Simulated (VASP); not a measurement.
# N (Fm-3m) in VASP: single point with PBEsol

Aim: the single point of N with PBEsol.

Everything below comes from runs of VASP 6.6.1. Logs are shortened: lines on timing, memory, paths and dates and some standing lists are left out, and cuts for length are marked.

## (1) The cell of the first run

It takes space group Fm-3m (No. 225, cubic). Conventional cell: a = 3.067 Å, b = 3.067 Å, c = 3.067 Å, α = 90.00°, β = 90.00°, γ = 90.00°. N (site symmetry m-3m) has 12 N at 2.17 Å within 2.9 Å.

## (2) Single point, PBEsol

File INCAR:

```
SYSTEM = N
PREC     = Accurate       ! precision mode
ENCUT    = 520            ! plane-wave cutoff, eV
EDIFF    = 1E-7           ! SCF threshold, eV
ISMEAR   = -1             ! smearing method
SIGMA    = 0.13605693000000002 ! smearing width, eV
LREAL    = .FALSE.        ! projectors in reciprocal space
LASPH    = .TRUE.         ! aspherical terms in the spheres
NELM     = 80             ! most SCF steps
ALGO     = Normal         ! electronic algorithm
ISIF     = 2              ! what is computed and relaxed
LWAVE    = .FALSE.        ! write WAVECAR
LCHARG   = .FALSE.        ! write CHGCAR
GGA      = PS             ! functional
NBANDS   = 8              ! bands
```

File KPOINTS:

```
Automatic mesh
0
G
  18 18 18
  0 0 0
```

File POSCAR:

```
N
1.0
    0.0000000000      1.5336824452      1.5336824452
    1.5336824452      0.0000000000      1.5336824452
    1.5336824452      1.5336824452      0.0000000000
N
1
Direct
    0.0000000000      0.0000000000      0.0000000000
```

Potentials or basis: VASP PAW PBE potentials, release 64 (N).

Run with:

```
cat potpaw_PBE.64/N/POTCAR > POTCAR
mpirun -np 1 vasp_std > vasp.out
```

OUTCAR:

```text
SYSTEM = N
   PREC = Accurate
   ENCUT = 520
   EDIFF = 1E-7
   ISMEAR = -1
   LREAL = .FALSE.
   LASPH = .TRUE.
   NELM = 80
   ISIF = 2
   GGA = PS

 ion  position               nearest neighbor table
   1  0.000  0.000  0.000-

  LATTYP: Found a face centered cubic cell.
 ALAT       =     3.0673648904

  Lattice vectors:

 A1 = (   0.0000000000,   1.5336824452,   1.5336824452)
 A2 = (   1.5336824452,   0.0000000000,   1.5336824452)
 A3 = (   1.5336824452,   1.5336824452,   0.0000000000)

Analysis of symmetry for initial positions (statically):
=====================================================================
 Subroutine PRICEL returns:
 Original cell was already a primitive cell.

 Routine SETGRP: Setting up the symmetry group for a
 face centered cubic supercell.

 Subroutine GETGRP returns: Found 48 space group operations
[... 9 lines left out ...]

 Routine SETGRP: Setting up the symmetry group for a
 face centered cubic supercell.

 Subroutine GETGRP returns: Found 48 space group operations
[... 11 lines left out ...]
                                     Primitive cell

  volume of cell :       7.2150

  direct lattice vectors                    reciprocal lattice vectors
     0.000000000  1.533682445  1.533682445    -0.326012729  0.326012729  0.326012729
     1.533682445  0.000000000  1.533682445     0.326012729 -0.326012729  0.326012729
     1.533682445  1.533682445  0.000000000     0.326012729  0.326012729 -0.326012729

  length of vectors
     2.168954514  2.168954514  2.168954514     0.564670611  0.564670611  0.564670611

  position of ions in fractional coordinates (direct lattice)
     0.000000000  0.000000000  0.000000000

  ion indices of the primitive-cell ions
   primitive index   ion index
                 1           1

----------------------------------------------------------------------------------------

 KPOINTS: Automatic mesh

Automatic generation of k-mesh.
 Grid dimensions read from file:
 generate k-points for:   18   18   18

 Generating k-lattice:

  Cartesian coordinates                     Fractional coordinates (reciprocal lattice)
    -0.018111818  0.018111818  0.018111818     0.055555556  0.000000000  0.000000000
     0.018111818 -0.018111818  0.018111818     0.000000000  0.055555556  0.000000000
     0.018111818  0.018111818 -0.018111818     0.000000000  0.000000000  0.055555556

  Length of vectors
     0.031370590  0.031370590  0.031370590

  Shift w.r.t. Gamma in fractional coordinates (k-lattice)
     0.000000000  0.000000000  0.000000000

 Subroutine IBZKPT returns following result:
 ===========================================

 Found    195 irreducible k-points:

 Following reciprocal coordinates:
            Coordinates               Weight
  0.000000  0.000000  0.000000      1.000000
  0.055556  0.000000  0.000000      8.000000
  0.111111  0.000000  0.000000      8.000000
  0.166667  0.000000  0.000000      8.000000
  0.222222  0.000000  0.000000      8.000000
  0.277778  0.000000  0.000000      8.000000
[... 16 lines left out ...]
 -0.277778  0.055556  0.000000     24.000000
 -0.222222  0.055556  0.000000     24.000000
 [... further k-points ...]
   k-points           NKPTS =    195   k-points in BZ     NKDIM =    195   number of bands    NBANDS=      8
   number of dos      NEDOS =    301   number of ions     NIONS =      1
   total plane-waves  NPLWV =   4096
   dimension x,y,z NGX =    16 NGY =   16 NGZ =   16
   dimension x,y,z NGXF=    32 NGYF=   32 NGZF=   32
   ions per type =               1
   NGX,Y,Z   is equivalent  to a cutoff of  12.26, 12.26, 12.26 a.u.
   NGXF,Y,Z  is equivalent  to a cutoff of  24.53, 24.53, 24.53 a.u.
 SYSTEM =  N
   PREC   = accura    normal or accurate (medium, high low for compatibility)
   ISTART =      0    job   : 0-new  1-cont  2-samecut
   ICHARG =      2    charge: 1-file 2-atom 10-const
   ISPIN  =      1    spin polarized calculation?
   LNONCOLLINEAR =      F non collinear calculations
   LSORBIT =      F    spin-orbit coupling
   LASPH  =      T    aspherical Exc in radial PAW
   ENCUT  =  520.0 eV  38.22 Ry    6.18 a.u.   4.03  4.03  4.03*2*pi/ulx,y,z
   NELM   =     80;   NELMIN=  2; NELMDL= -5     # of ELM steps
   EDIFF  = 0.1E-06   stopping-criterion for ELM
   LREAL  =      F    real-space projection
   EDIFFG = 0.1E-05   stopping-criterion for IOM
   NSW    =      0    number of steps for IOM
   IBRION =     -1    ionic relax: 0-MD 1-quasi-New 2-CG
   NFREE  =      0    steps in history (QN), initial steepest desc. (CG)
   ISIF   =      2    stress and relaxation
   ISYM   =      2    0-nonsym 1-usesym 2-fastsym
   POTIM  = 0.5000    time-step for ionic-motion
   TEBEG  =    0.0;   TEEND  =   0.0 temperature during run
   PSTRESS=    0.0 pullay stress
   NELECT =       5.0000    total number of electrons
   NUPDOWN=      -1.0000    fix difference up-down
   EMIN   =  10.00;   EMAX   =-10.00  energy-range for DOS
   EFERMI =   0.00;   METHOD = LEGACY
   ISMEAR =    -1;   SIGMA  =   0.14  broadening in eV -4-tet -1-fermi 0-gaus
   EFERMI_NEDOS =   21; number of points for ismear=-14 and -15
   IALGO  =     38    algorithm
   IMIX   =      4    mixing-type and parameters
     AMIX     =   0.40;   BMIX     =  1.00
     AMIX_MAG =   1.60;   BMIX_MAG =  1.00
  volume/ion in A,a.u.               =       7.22        48.69
  Fermi-wavevector in a.u.,A,eV,Ry     =   1.448725  2.737694 28.555977  2.098805
  Thomas-Fermi vector in A             =   2.566533
   LORBIT       =      0    0 simple, 1 ext, 2 COOP (PROOUT), +10 PAW based schemes
   GGA     = PS    functional components
   LHFCALC =     F    Hartree Fock is set to
   AEXX    =    0.0000 exact exchange contribution
   IVDW    =     0    specifies the selected vdW correction
   LEPSILON=     F    determine dielectric tensor
   LRPA    =     F    only Hartree local field effects (RPA)
 non-spin polarized calculation
  energy-cutoff  :      520.00
  volume of cell :        7.22
 maximum number of plane-waves:       202
   NGX =  9   NGY =  9   NGZ =  9

 number of electron       4.9999999 magnetization

 Free energy of the ion-electron system (eV)
  ---------------------------------------------------
  ext. energy  EPLUGINS =         0.00000000
  ---------------------------------------------------
  free energy    TOTEN  =        -4.33487023 eV

  energy without entropy =       -4.29462674  energy(sigma->0) =       -4.31474848

 E-fermi :   5.9764     XC(G=0): -13.0712

 val. band max:        5.9696252388   @ k =  -0.4444   0.2222   0.0556
 cond. band min:       5.9886897764   @ k =  -0.3889   0.3889   0.1111
 fundamental gap:      0.0190645375
 Fermi energy:         5.9764342967

 k-point     1 :       0.0000    0.0000    0.0000
  band No.  band energies     occupation
      1     -14.7111      2.00000
      2      10.2945      0.00000
      3      10.2945      0.00000
      4      10.2945      0.00000
      5      30.4296      0.00000
      6      38.2920      0.00000
      7      38.2920      0.00000
      8      38.2920      0.00000

 k-point     2 :       0.0556    0.0000    0.0000
  band No.  band energies     occupation
      1     -14.5934      2.00000
      2       9.9802      0.00000
      3      10.2510      0.00000
      4      10.2510      0.00000
      5      30.5236      0.00000
      6      36.9946      0.00000
      7      38.4414      0.00000
      8      38.4414      0.00000

 k-point     3 :       0.1111    0.0000    0.0000
  band No.  band energies     occupation
      1     -14.2417      2.00000
      2       9.0707      0.00000
      3      10.1281      0.00000
      4      10.1281      0.00000
      5      30.7629      0.00000
      6      35.0055      0.00000
      7      38.7957      0.00000
      8      38.7957      0.00000

 k-point     4 :       0.1667    0.0000    0.0000
  band No.  band energies     occupation
      1     -13.6604      2.00000
      2       7.6598      0.00001
      3       9.9462      0.00000
      4       9.9462      0.00000
      5      30.9764      0.00000
      6      33.4379      0.00000
      7      39.0269      0.00000
      8      39.0269      0.00000

 k-point     5 :       0.2222    0.0000    0.0000
  band No.  band energies     occupation
      1     -12.8569      2.00000
      2       5.8802      1.33974
      3       9.7327      0.00000
      4       9.7327      0.00000
      5      30.7358      0.00000
      6      32.7624      0.00000
      7      38.7103      0.00000
      8      38.7103      0.00000

 k-point     6 :       0.2778    0.0000    0.0000
  band No.  band energies     occupation
      1     -11.8444      2.00000
      2       3.8783      2.00000
      3       9.5165      0.00000
      4       9.5165      0.00000
      5      30.0548      0.00000
      6      32.8504      0.00000
      7      37.9198      0.00000
      8      37.9198      0.00000

 k-point     7 :       0.3333    0.0000    0.0000
  band No.  band energies     occupation
      1     -10.6503      2.00000
      2       1.7975      2.00000
      3       9.3224      0.00000
      4       9.3224      0.00000
      5      29.4345      0.00000
      6      33.0703      0.00000
      7      37.0487      0.00000
      8      37.0487      0.00000

 k-point     8 :       0.3889    0.0000    0.0000
  band No.  band energies     occupation
      1      -9.3350      2.00000
      2      -0.2116      2.00000
      3       9.1705      0.00000
      4       9.1705      0.00000
      5      29.0031      0.00000
      6      33.2144      0.00000
      7      36.3359      0.00000
      8      36.3359      0.00000

 k-point     9 :       0.4444    0.0000    0.0000
  band No.  band energies     occupation
      1      -8.0753      2.00000
      2      -1.9106      2.00000
      3       9.0744      0.00000
      4       9.0744      0.00000
      5      28.7567      0.00000
      6      33.2728      0.00000
      7      35.8820      0.00000
      8      35.8820      0.00000

 k-point    10 :       0.5000    0.0000    0.0000
  band No.  band energies     occupation
      1      -7.4435      2.00000
      2      -2.6925      2.00000
      3       9.0416      0.00000
      4       9.0416      0.00000
      5      28.6771      0.00000
      6      33.2865      0.00000
      7      35.7271      0.00000
      8      35.7271      0.00000
[... 78 lines left out ...]
 k-point    18 :       0.4444    0.0556    0.0000
  band No.  band energies     occupation
      1      -8.3770      2.00000
      2      -1.3145      2.00000
      3       8.9080      0.00000
      4       8.9114      0.00000
      5      28.9976      0.00000
      6      32.2236      0.00000
      7      36.1515      0.00000
      8      36.3749      0.00000

 k-point    19 :       0.5000    0.0556    0.0000
  band No.  band energies     occupation
      1      -7.4410      2.00000
      2      -2.4962      2.00000
      3       8.7682      0.00000
      4       8.9336      0.00000
      5      28.8960      0.00000
      6      32.1303      0.00000
      7      36.0410      0.00000
      8      36.1346      0.00000

 k-point    20 :      -0.4444    0.0556    0.0000
  band No.  band energies     occupation
      1      -7.6633      2.00000
      2      -2.2238      2.00000
      3       8.6933      0.00000
      4       9.0294      0.00000
      5      28.9337      0.00000
      6      32.1928      0.00000
      7      36.0057      0.00000
      8      36.1653      0.00000

 k-point    21 :      -0.3889    0.0556    0.0000
  band No.  band energies     occupation
      1      -8.8018      2.00000
      2      -0.7437      2.00000
      3       8.6942      0.00000
      4       9.1858      0.00000
      5      29.1124      0.00000
      6      32.3824      0.00000
      7      36.2522      0.00000
      8      36.2835      0.00000

 k-point    22 :      -0.3333    0.0556    0.0000
  band No.  band energies     occupation
      1     -10.1245      2.00000
      2       1.1848      2.00000
      3       8.7730      0.00000
      4       9.3888      0.00000
      5      29.4511      0.00000
      6      32.5742      0.00000
      7      36.4731      0.00000
      8      36.8681      0.00000

 k-point    23 :      -0.2778    0.0556    0.0000
  band No.  band energies     occupation
      1     -11.3656      2.00000
      2       3.2421      2.00000
      3       8.9252      0.00000
      4       9.6181      0.00000
      5      29.9690      0.00000
      6      32.6141      0.00000
      7      36.9445      0.00000
      8      37.7177      0.00000

 k-point    24 :      -0.2222    0.0556    0.0000
  band No.  band energies     occupation
      1     -12.4405      2.00000
      2       5.2607      1.98967
      3       9.1392      0.00000
      4       9.8492      0.00000
      5      30.6207      0.00000
      6      32.5395      0.00000
      7      37.6544      0.00000
      8      38.6869      0.00000

 [... further k-points ...]
[... 5 lines left out ...]
  --------------------------------------------------------------------------------------
  -------------------------------------------------------------------------------------
  Total        0.0163579      0.0163579      0.0163579     -0.0000000      0.0000000     -0.0000000
  in kB        3.6324725      3.6324725      3.6324725     -0.0000000      0.0000000     -0.0000000
  external PRESSURE =       3.6324725 kB  Pullay stress =       0.0000000 kB

 VOLUME and BASIS-vectors are now :
 -----------------------------------------------------------------------------
  energy-cutoff  :      520.00
  volume of cell :        7.22
      direct lattice vectors                 reciprocal lattice vectors
     0.000000000  1.533682445  1.533682445    -0.326012729  0.326012729  0.326012729
     1.533682445  0.000000000  1.533682445     0.326012729 -0.326012729  0.326012729
     1.533682445  1.533682445  0.000000000     0.326012729  0.326012729 -0.326012729

 POSITION                                       TOTAL-FORCE (eV/Angst)
 -----------------------------------------------------------------------------------
      0.00000      0.00000      0.00000         0.000000      0.000000      0.000000
 -----------------------------------------------------------------------------------
    total drift:                                0.000000      0.000000      0.000000

  FREE ENERGIE OF THE ION-ELECTRON SYSTEM (eV)
  ---------------------------------------------------
  free  energy   TOTEN  =        -4.3348702270 eV

  energy  without entropy=       -4.2946267423  energy(sigma->0) =       -4.31474848
```

Run time: 2.3 s. Hardware: 1 thread of Intel Xeon 6975P-C (Granite Rapids), shared host; peak memory 0.11 GiB.

Results:

```yaml
Free_energy: -4.3349 eV
Pressure: 0.4 GPa
```

Caveat: the PAW data sets were made with another functional, which shifts forces and pressure a little.
